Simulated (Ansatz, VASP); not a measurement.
## One calculation of AlNi, two programs

INCAR

```
ALGO = Fast ; EDIFF = 1E-6
ENCUT = 520 ; GGA = PE
ISIF = 2 ; ISMEAR = 0
LASPH = T ; LCHARG = F
LREAL = F ; LWAVE = F
NBANDS = 14 ; NELM = 100
PREC = Accurate ; SIGMA = 0.15
```

Contents of KPOINTS:

```
k-points
0
Gamma
  18 18 18
```

POSCAR

```
AlNi
1.0
    2.9203619301      0.3511285605      0.3511285605
    0.3511285605      2.9203619301      0.3511285605
    0.3511285605      0.3511285605      2.9203619301
Al Ni
1 1
Direct
    0.0000000000      0.0000000000      0.0000000000
    0.5000000000      0.5000000000      0.5000000000
```

Input for Ansatz:

```yaml
crystal:
  lattice:
    - [2.9203619301, 0.3511285605, 0.3511285605]
    - [0.3511285605, 2.9203619301, 0.3511285605]
    - [0.3511285605, 0.3511285605, 2.9203619301]
  atoms:
    - { symbol: Al, position: [0.0, 0.0, 0.0] }
    - { symbol: Ni, position: [0.5, 0.5, 0.5] }
basis:
  ecutwfc: 420
kpoints:
  mp_grid: { grid: [18, 18, 18] }
hamiltonian:
  xc: pbe
scf:
  occupations: { method: gaussian, width: 0.15 }
output:
  forces: true
  stress: true
  eigenvalues: true
```

Alike in both runs: task single point; functional PBE; k mesh 18 × 18 × 18; occupations gaussian, width 0.15 eV; no spin polarisation.

```csv
,VASP,Ansatz
version,VASP 6.6.1,Ansatz 0.2.0
potentials or method,"VASP PAW PBE potentials, release 64 (Al, Ni), cutoff 520 eV","scalar-relativistic, plane waves, PAW"
valence electrons in the cell,13,21
```

```csv
,VASP,Ansatz,Ansatz less VASP
gap on the k mesh at the Fermi level (eV),none,none,-
pressure (GPa),16.4,16.5,+0.06
"traceless stress, the component that is largest in VASP (GPa)",-12.36,-12.45,-0.091
```

A gap of «none» marks a metal or a gap that the smearing closes. The functional is the same, so the differences come from potentials, cutoffs and numerics. VASP's potentials hold 13 valence electrons a cell and Ansatz's 21, so a difference there can come from the potentials and not from the codes.
